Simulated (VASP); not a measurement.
# TiO2 (I4_1/amd) in VASP: further runs

TiO2 is run at these levels: PBE, LDA; tasks: single point.

Everything below comes from runs of VASP 6.6.1. Logs are shortened: lines on timing, memory, paths and dates and some standing lists are left out, and cuts for length are marked.

## (1) The cell of the first run

It takes space group I4_1/amd (No. 141, tetragonal). Conventional cell: a = 3.783 Å, b = 3.783 Å, c = 9.615 Å, α = 90.00°, β = 90.00°, γ = 90.00°. Ti (site symmetry -4m2) has 6 O at 1.94 to 1.99 Å within 2.6 Å. Within 2.6 Å of O (site symmetry 2mm) lie 3 Ti at 1.94 to 1.99 Å and 2 O at 2.46 Å.

## (2) Single point, PBE

Contents of INCAR:

```
ALGO = Normal
EDIFF = 1E-6
ENCUT = 520
GGA = PE
ISIF = 2
ISMEAR = 0
LASPH = True
LCHARG = False
LREAL = False
LWAVE = False
NBANDS = 33
NELM = 60
PREC = Accurate
SIGMA = 0.01
```

Contents of KPOINTS:

```
k-points
0
Gamma
  6 6 8
```

Contents of POSCAR:

```
TiO2
1.0
   -1.8912700000      1.8912700000      4.8075110000
    1.8912700000     -1.8912700000      4.8075110000
    1.8912700000      1.8912700000     -4.8075110000
Ti O
2 4
Direct
    0.0000000000      0.0000000000      0.0000000000
    0.7500000000      0.2500000000      0.5000000000
    0.9571520000      0.4571520000      0.5000000000
    0.2071520000      0.2071520000      0.0000000000
    0.5428480000      0.0428480000      0.5000000000
    0.7928480000      0.7928480000      0.0000000000
```

Potentials or basis: VASP PAW PBE potentials, release 64 (Ti_sv, O).

Launch:

```sh
$ cat potpaw_PBE.64/Ti_sv/POTCAR potpaw_PBE.64/O/POTCAR > POTCAR
$ mpirun -np 1 vasp_std > vasp.out
```

OUTCAR:

```text
EDIFF = 1E-6
   ENCUT = 520
   GGA = PE
   ISIF = 2
   ISMEAR = 0
   LASPH = True
   LREAL = False
   NELM = 60
   PREC = Accurate

 ion  position               nearest neighbor table
   1  0.000  0.000  0.000-   5 1.94   3 1.94   5 1.94   3 1.94   4 1.99   6 1.99
   2  0.750  0.250  0.500-   6 1.94   4 1.94   6 1.94   4 1.94   3 1.99   5 1.99
   3  0.957  0.457  0.500-   1 1.94   1 1.94   2 1.99
   4  0.207  0.207  0.000-   2 1.94   2 1.94   1 1.99
   5  0.543  0.043  0.500-   1 1.94   1 1.94   2 1.99
   6  0.793  0.793  0.000-   2 1.94   2 1.94   1 1.99

  LATTYP: Found a body centered tetragonal cell.
 ALAT       =     3.7825400000
 C/A-ratio  =     2.5419485319

  Lattice vectors:

 A1 = (  -1.8912700000,   1.8912700000,   4.8075110000)
 A2 = (   1.8912700000,  -1.8912700000,   4.8075110000)
 A3 = (   1.8912700000,   1.8912700000,  -4.8075110000)

Analysis of symmetry for initial positions (statically):
=====================================================================
 Subroutine PRICEL returns:
 Original cell was already a primitive cell.

 Routine SETGRP: Setting up the symmetry group for a
 body centered tetragonal supercell.

 Subroutine GETGRP returns: Found 16 space group operations
 (whereof  8 operations were pure point group operations)
 out of a pool of 16 trial point group operations.

The static configuration has the point symmetry D_2d.
 The point group associated with its full space group is D_4h.

Analysis of symmetry for dynamics (positions and initial velocities):
=====================================================================
 Subroutine PRICEL returns:
 Original cell was already a primitive cell.

 Routine SETGRP: Setting up the symmetry group for a
 body centered tetragonal supercell.

 Subroutine GETGRP returns: Found 16 space group operations
 (whereof  8 operations were pure point group operations)
 out of a pool of 16 trial point group operations.

The dynamic configuration has the point symmetry D_2d.
 The point group associated with its full space group is D_4h.

 Subroutine INISYM returns: Found 16 space group operations
 (whereof  8 operations are pure point group operations),
 and found     1 'primitive' translations

----------------------------------------------------------------------------------------

                                     Primitive cell

  volume of cell :      68.7840

  direct lattice vectors                    reciprocal lattice vectors
    -1.891270000  1.891270000  4.807511000     0.000000000  0.264372617  0.104003922
     1.891270000 -1.891270000  4.807511000     0.264372617  0.000000000  0.104003922
     1.891270000  1.891270000 -4.807511000     0.264372617  0.264372617  0.000000000

  length of vectors
     5.501451303  5.501451303  5.501451303     0.284094521  0.284094521  0.373879341

  position of ions in fractional coordinates (direct lattice)
     0.000000000  0.000000000  0.000000000
     0.750000000  0.250000000  0.500000000
     0.957152000  0.457152000  0.500000000
     0.207152000  0.207152000  0.000000000
     0.542848000  0.042848000  0.500000000
     0.792848000  0.792848000  0.000000000

  ion indices of the primitive-cell ions
   primitive index   ion index
                 1           1
                 2           2
                 3           3
                 4           4
                 5           5
                 6           6

----------------------------------------------------------------------------------------

 KPOINTS: k-points

Automatic generation of k-mesh.
 Grid dimensions read from file:
 generate k-points for:    6    6    8

 Generating k-lattice:

  Cartesian coordinates                     Fractional coordinates (reciprocal lattice)
     0.000000000  0.044062103  0.017333987     0.166666667 -0.000000000  0.000000000
     0.044062103  0.000000000  0.017333987    -0.000000000  0.166666667  0.000000000
     0.033046577  0.033046577  0.000000000     0.000000000  0.000000000  0.125000000

  Length of vectors
     0.047349087  0.047349087  0.046734918

  Shift w.r.t. Gamma in fractional coordinates (k-lattice)
     0.000000000  0.000000000  0.000000000

 -----------------------------------------------------------------------------
|                                                                             |
|           W    W    AA    RRRRR   N    N  II  N    N   GGGG   !!!           |
|           W    W   A  A   R    R  NN   N  II  NN   N  G    G  !!!           |
|           W    W  A    A  R    R  N N  N  II  N N  N  G       !!!           |
|           W WW W  AAAAAA  RRRRR   N  N N  II  N  N N  G  GGG   !            |
|           WW  WW  A    A  R   R   N   NN  II  N   NN  G    G                |
|           W    W  A    A  R    R  N    N  II  N    N   GGGG   !!!           |
|                                                                             |
|     Your reciprocal lattice and k-lattice belong to different lattice       |
|     classes:                                                                |
|                                                                             |
|        The reciprocal lattice is body-centered tetragonal,                  |
|        whereas your k-lattice is base-centered monoclinic.                  |
|                                                                             |
|     Results are often still useful ...                                      |
|                                                                             |
 -----------------------------------------------------------------------------

 WARNING: IBZKPT: internal override: KBLOWUP is changed to .FALSE.
      ... skipping the blow-up phase ...

 Subroutine IBZKPT returns following result:
 ===========================================

 Found     81 irreducible k-points:

 Following reciprocal coordinates:
            Coordinates               Weight
  0.000000  0.000000  0.000000      1.000000
  0.166667  0.000000  0.000000      4.000000
  0.333333  0.000000 -0.000000      4.000000
  0.500000  0.000000 -0.000000      4.000000
  0.166667  0.166667  0.000000      2.000000
  0.333333  0.166667 -0.000000      8.000000
[... 16 lines left out ...]
 -0.333333  0.166667  0.125000      4.000000
 -0.166667  0.166667  0.125000      4.000000
 [... further k-points ...]
   k-points           NKPTS =     81   k-points in BZ     NKDIM =     81   number of bands    NBANDS=     33
   number of dos      NEDOS =    301   number of ions     NIONS =      6
   total plane-waves  NPLWV =  74088
   dimension x,y,z NGX =    42 NGY =   42 NGZ =   42
   dimension x,y,z NGXF=    84 NGYF=   84 NGZF=   84
   ions per type =               2   4
   NGX,Y,Z   is equivalent  to a cutoff of  12.69, 12.69, 12.69 a.u.
   NGXF,Y,Z  is equivalent  to a cutoff of  25.38, 25.38, 25.38 a.u.
 SYSTEM =  unknown system
   PREC   = accura    normal or accurate (medium, high low for compatibility)
   ISTART =      0    job   : 0-new  1-cont  2-samecut
   ICHARG =      2    charge: 1-file 2-atom 10-const
   ISPIN  =      1    spin polarized calculation?
   LNONCOLLINEAR =      F non collinear calculations
   LSORBIT =      F    spin-orbit coupling
   LASPH  =      T    aspherical Exc in radial PAW
   ENCUT  =  520.0 eV  38.22 Ry    6.18 a.u.  10.23 10.23 10.23*2*pi/ulx,y,z
   NELM   =     60;   NELMIN=  2; NELMDL= -5     # of ELM steps
   EDIFF  = 0.1E-05   stopping-criterion for ELM
   LREAL  =      F    real-space projection
   EDIFFG = 0.1E-04   stopping-criterion for IOM
   NSW    =      0    number of steps for IOM
   IBRION =     -1    ionic relax: 0-MD 1-quasi-New 2-CG
   NFREE  =      0    steps in history (QN), initial steepest desc. (CG)
   ISIF   =      2    stress and relaxation
   ISYM   =      2    0-nonsym 1-usesym 2-fastsym
   POTIM  = 0.5000    time-step for ionic-motion
   TEBEG  =    0.0;   TEEND  =   0.0 temperature during run
   PSTRESS=    0.0 pullay stress
   NELECT =      48.0000    total number of electrons
   NUPDOWN=      -1.0000    fix difference up-down
   EMIN   =  10.00;   EMAX   =-10.00  energy-range for DOS
   EFERMI =   0.00;   METHOD = LEGACY
   ISMEAR =     0;   SIGMA  =   0.01  broadening in eV -4-tet -1-fermi 0-gaus
   EFERMI_NEDOS =   21; number of points for ismear=-14 and -15
   IALGO  =     38    algorithm
   IMIX   =      4    mixing-type and parameters
     AMIX     =   0.40;   BMIX     =  1.00
     AMIX_MAG =   1.60;   BMIX_MAG =  1.00
  volume/ion in A,a.u.               =      11.46        77.36
  Fermi-wavevector in a.u.,A,eV,Ry     =   1.452088  2.744048 28.688676  2.108558
  Thomas-Fermi vector in A             =   2.569510
   LORBIT       =      0    0 simple, 1 ext, 2 COOP (PROOUT), +10 PAW based schemes
   GGA     = PE    functional components
   LHFCALC =     F    Hartree Fock is set to
   AEXX    =    0.0000 exact exchange contribution
   IVDW    =     0    specifies the selected vdW correction
   LEPSILON=     F    determine dielectric tensor
   LRPA    =     F    only Hartree local field effects (RPA)
 non-spin polarized calculation
 Gauss-broadening in eV      SIGMA  =   0.01
  energy-cutoff  :      520.00
  volume of cell :       68.78
 maximum number of plane-waves:      1872
 NGX is ok and might be reduce to    42
   NGX = 21   NGY = 21   NGZ = 21

 number of electron      47.9999994 magnetization

 Free energy of the ion-electron system (eV)
  ---------------------------------------------------
  ext. energy  EPLUGINS =         0.00000000
  ---------------------------------------------------
  free energy    TOTEN  =       -53.84620333 eV

  energy without entropy =      -53.84620333  energy(sigma->0) =      -53.84620333

 E-fermi :   3.4491     XC(G=0): -10.6839

 val. band max:        3.2781602103   @ k =   0.0000   0.0000   0.3750
 cond. band min:       5.4317113242   @ k =   0.0000   0.0000   0.0000
 fundamental gap:      2.1535511139
 Fermi energy:         3.4490969635

 k-point     1 :       0.0000    0.0000    0.0000
  band No.  band energies     occupation
      1     -53.1004      2.00000
      2     -53.0442      2.00000
      3     -29.5523      2.00000
      4     -29.3205      2.00000
      5     -29.3205      2.00000
      6     -29.2538      2.00000
[... 25 lines left out ...]
     32       8.5109      0.00000
     33       8.6104      0.00000

 k-point     2 :       0.1667    0.0000    0.0000
  band No.  band energies     occupation
      1     -53.0970      2.00000
      2     -53.0465      2.00000
      3     -29.5451      2.00000
      4     -29.3528      2.00000
      5     -29.3227      2.00000
      6     -29.2672      2.00000
[... 25 lines left out ...]
     32       8.8908      0.00000
     33       9.1897      0.00000

 k-point     3 :       0.3333    0.0000   -0.0000
  band No.  band energies     occupation
      1     -53.0892      2.00000
      2     -53.0521      2.00000
      3     -29.5312      2.00000
      4     -29.4150      2.00000
      5     -29.3265      2.00000
      6     -29.2868      2.00000
[... 25 lines left out ...]
     32       9.2515      0.00000
     33       9.6477      0.00000

 k-point     4 :       0.5000    0.0000   -0.0000
  band No.  band energies     occupation
      1     -53.0841      2.00000
      2     -53.0561      2.00000
      3     -29.5231      2.00000
      4     -29.4479      2.00000
      5     -29.3282      2.00000
      6     -29.2912      2.00000
[... 25 lines left out ...]
     32       9.3528      0.00000
     33       9.8064      0.00000

 k-point     5 :       0.1667    0.1667    0.0000
  band No.  band energies     occupation
      1     -53.0922      2.00000
      2     -53.0502      2.00000
      3     -29.5290      2.00000
      4     -29.3739      2.00000
      5     -29.3420      2.00000
      6     -29.2755      2.00000
[... 604 lines left out ...]
 k-point    22 :       0.5000    0.1667    0.1250
  band No.  band energies     occupation
      1     -53.0811      2.00000
      2     -53.0568      2.00000
      3     -29.5299      2.00000
      4     -29.4551      2.00000
      5     -29.3666      2.00000
      6     -29.3296      2.00000
[... 25 lines left out ...]
     32       9.9472      0.00000
     33      10.4378      0.00000

 k-point    23 :      -0.3333    0.1667    0.1250
  band No.  band energies     occupation
      1     -53.0891      2.00000
      2     -53.0511      2.00000
      3     -29.5416      2.00000
      4     -29.4109      2.00000
      5     -29.3504      2.00000
      6     -29.3053      2.00000
[... 25 lines left out ...]
     32       9.8942      0.00000
     33      10.1379      0.00000

 k-point    24 :      -0.1667    0.1667    0.1250
  band No.  band energies     occupation
      1     -53.0933      2.00000
      2     -53.0484      2.00000
      3     -29.5480      2.00000
      4     -29.3919      2.00000
      5     -29.3243      2.00000
      6     -29.2908      2.00000
[... 25 lines left out ...]
     32       9.2122      0.00000
     33       9.7327      0.00000

 [... further k-points ...]

------------------------ aborting loop because EDIFF is reached ----------------------------------------

  FORCE on cell =-STRESS in cart. coord.  units (eV):
  Direction    XX          YY          ZZ          XY          YZ          ZX
  --------------------------------------------------------------------------------------
  -------------------------------------------------------------------------------------
  Total        1.7457193      1.7457193      1.8133277      0.0000000      0.0000000      0.0000000
  in kB       40.6628337     40.6628337     42.2376292      0.0000000      0.0000000      0.0000000
  external PRESSURE =      41.1877655 kB  Pullay stress =       0.0000000 kB

 VOLUME and BASIS-vectors are now :
 -----------------------------------------------------------------------------
  energy-cutoff  :      520.00
  volume of cell :       68.78
      direct lattice vectors                 reciprocal lattice vectors
    -1.891270000  1.891270000  4.807511000     0.000000000  0.264372617  0.104003922
     1.891270000 -1.891270000  4.807511000     0.264372617  0.000000000  0.104003922
     1.891270000  1.891270000 -4.807511000     0.264372617  0.264372617  0.000000000

 POSITION                                       TOTAL-FORCE (eV/Angst)
 -----------------------------------------------------------------------------------
      0.00000      0.00000      0.00000         0.000000      0.000000     -0.000000
      0.00000      1.89127      2.40376         0.000000      0.000000      0.000000
      0.00000      1.89127      4.39553        -0.000000     -0.000000      0.067736
      0.00000      0.00000      1.99177         0.000000      0.000000      0.067736
      0.00000      1.89127      0.41198        -0.000000     -0.000000     -0.067736
      0.00000      0.00000      7.62325        -0.000000     -0.000000     -0.067736
 -----------------------------------------------------------------------------------
    total drift:                               -0.000000      0.000000      0.000000

  FREE ENERGIE OF THE ION-ELECTRON SYSTEM (eV)
  ---------------------------------------------------
  free  energy   TOTEN  =       -53.8462033332 eV

  energy  without entropy=      -53.8462033332  energy(sigma->0) =      -53.84620333
```

It took 5.9 min on 1 thread of Intel Xeon Platinum 8488C (Sapphire Rapids), shared host; peak memory 0.34 GiB.

Results:

```
Free energy            : -53.8462 eV
Pressure               : 4.1 GPa
Largest force          : 0.068 eV/Å
Band gap on the k mesh : 2.15 eV (least direct gap 2.55 eV)
```

Forces on the atoms (eV/Å):
```
Ti   0.000  0.000  0.000
Ti   0.000  0.000  0.000
O    0.000  0.000  0.068
O    0.000  0.000  0.068
O    0.000  0.000 -0.068
O    0.000  0.000 -0.068
```

Caveat: the cell stands under pressure.

## (3) Single point, LDA

Contents of INCAR:

```
  ALGO = Normal
  EDIFF = 1E-6
  ENCUT = 520
  ISIF = 2
  ISMEAR = 0
  LASPH = T
  LCHARG = F
  LREAL = F
  LWAVE = F
  NBANDS = 33
  NELM = 60
  PREC = Accurate
  SIGMA = 0.01
```

KPOINTS is that of step 2.

POSCAR is that of step 2.

Potentials or basis: VASP PAW LDA potentials, release 64 (Ti_sv, O).

Launch:

```sh
$ cat potpaw_LDA.64/Ti_sv/POTCAR potpaw_LDA.64/O/POTCAR > POTCAR
$ mpirun -np 1 vasp_std > vasp.out
```

It took 4.8 min on 1 thread of Intel Xeon Platinum 8488C (Sapphire Rapids), shared host; peak memory 0.3 GiB.

It converged, with:

```yaml
Free_energy: -58.7889 eV
Pressure: -7.2 GPa
Largest_force: 0.136 eV/Å
Band_gap_on_the_k_mesh: 2.05 eV (least direct gap 2.46 eV)
```

Forces on the atoms (eV/Å):
```
Ti   0.000  0.000  0.000
Ti   0.000  0.000  0.000
O    0.000  0.000 -0.136
O    0.000  0.000 -0.136
O    0.000  0.000  0.136
O    0.000  0.000  0.136
```

Stress tensor (GPa, compression positive):
```
-7.08  0.00  0.00
 0.00 -7.08  0.00
 0.00  0.00 -7.32
```

Levels at points of the mesh, in eV from the valence-band top:
```tsv
k point	band 20	band 21	band 22	band 23	band 24	band 25	band 26	band 27	band 28	band 29
(0.00, 0.00, 0.00)	-0.77	-0.77	-0.76	-0.42	-0.42	2.05	2.78	3.97	3.97	4.00
(0.50, 0.00, 0.00)	-1.95	-1.94	-0.92	-0.82	-0.61	3.18	3.50	3.52	3.58	4.26
(0.50, 0.50, 0.00)	-2.61	-2.05	-2.05	-0.01	-0.01	3.25	3.25	3.75	3.75	4.87
(0.50, 0.50, 0.50)	-1.34	-1.24	-1.24	-0.08	-0.08	2.40	2.40	3.72	3.72	4.26
```

Caveat: the cell stands under tension. A k mesh can miss the band edges.

## (4) Single point, LDA

Contents of INCAR:

```
SYSTEM = TiO2
PREC = Accurate ; ENCUT = 520
EDIFF = 1E-6 ; ISMEAR = 0
SIGMA = 0.01 ; LREAL = .False.
LASPH = .True. ; NELM = 80
ALGO = Normal ; ISIF = 2
LWAVE = .False. ; LCHARG = .False.
NBANDS = 33
```

Contents of KPOINTS:

```
Automatic mesh
0
Gamma
  6 6 8
  0 0 0
```

POSCAR is that of step 3.

Launch:

```sh
$ cat potpaw_LDA.64/Ti_sv/POTCAR potpaw_LDA.64/O/POTCAR > POTCAR
$ mpirun -np 1 vasp_std > vasp.out
```

Wall time 5.2 min (1 thread of Intel Xeon Platinum 8488C (Sapphire Rapids), shared host); peak memory 0.3 GiB.

The run converged. Its results:

```yaml
Free_energy: -58.7889 eV
Pressure: -7.2 GPa
Largest_force: 0.136 eV/Å
Band_gap_on_the_k_mesh: 2.05 eV (least direct gap 2.46 eV)
```

Forces on the atoms (eV/Å):
```
Ti   0.000  0.000  0.000
Ti   0.000  0.000  0.000
O    0.000  0.000 -0.136
O    0.000  0.000 -0.136
O    0.000  0.000  0.136
O    0.000  0.000  0.136
```

Stress tensor (GPa, compression positive):
```
-7.08  0.00  0.00
 0.00 -7.08  0.00
 0.00  0.00 -7.32
```

Levels at points of the mesh, in eV from the valence-band top:
```
           k point  band 20  band 21  band 22  band 23  band 24  band 25  band 26  band 27  band 28  band 29
(0.00, 0.00, 0.00)    -0.77    -0.77    -0.76    -0.42    -0.42     2.05     2.78     3.97     3.97     4.00
(0.50, 0.00, 0.00)    -1.95    -1.94    -0.92    -0.82    -0.61     3.18     3.50     3.52     3.58     4.26
(0.50, 0.50, 0.00)    -2.61    -2.05    -2.05    -0.01    -0.01     3.25     3.25     3.75     3.75     4.87
(0.50, 0.50, 0.50)    -1.34    -1.24    -1.24    -0.08    -0.08     2.40     2.40     3.72     3.72     4.26
```

Caveat: the cell stands under tension. A k mesh can miss the band edges.
